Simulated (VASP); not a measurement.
Wanted: the native input for a VASP 6.6.1 run.

| Quantity | Value |
| --- | --- |
| Task | single point |
| Functional | PBE |
| Potentials or basis | VASP PAW PBE potentials, release 64 (Al) |
| Cutoff | 520 eV |
| k mesh | 15 × 15 × 15 |
| Occupations | fermi-dirac, width 0.1 eV |
| Spin | no spin polarisation |
| Dipole correction | no |
| Further INCAR settings | ALGO = Normal; EDIFF = 1e-06; NBANDS = 10 |

The structure of Al lies in POSCAR:

```
Al
1.0
    0.0000000000      3.1400121364      3.1400121364
    3.1400121364      0.0000000000      3.1400121364
    3.1400121364      3.1400121364      0.0000000000
Al
2
Direct
    0.1250000000      0.1250000000      0.1250000000
    0.8750000000      0.8750000000      0.8750000000
```

This isn't the form of Al at room conditions, which is fcc.

The input as run:

INCAR

```
SYSTEM = Al
PREC = Accurate ; ENCUT = 520
EDIFF = 1E-6 ; ISMEAR = -1
SIGMA = 0.1 ; LREAL = .False.
LASPH = .True. ; NELM = 80
ALGO = Normal ; ISIF = 2
LWAVE = .False. ; LCHARG = .False.
GGA = PE ; NBANDS = 10
```

KPOINTS

```
regular mesh
0
Gamma
  15 15 15
  0 0 0
```

Potentials or basis: VASP PAW PBE potentials, release 64 (Al).

Run with:

```sh
$ cat potpaw_PBE.64/Al/POTCAR > POTCAR
$ mpirun -np 1 vasp_std > vasp.out
```

It gave:

```json
{
  "Pressure": "-3.3 GPa",
  "Band gap on the k mesh": "zero (bands 3 and 4 overlap by 2.86 eV)"
}
```

Caveat: the cell stands under tension.

Wall time 30 s on 1 thread of Intel(R) Xeon(R) Platinum 8488C (Sapphire Rapids), with other jobs on the host, peak memory 0.22 GiB.
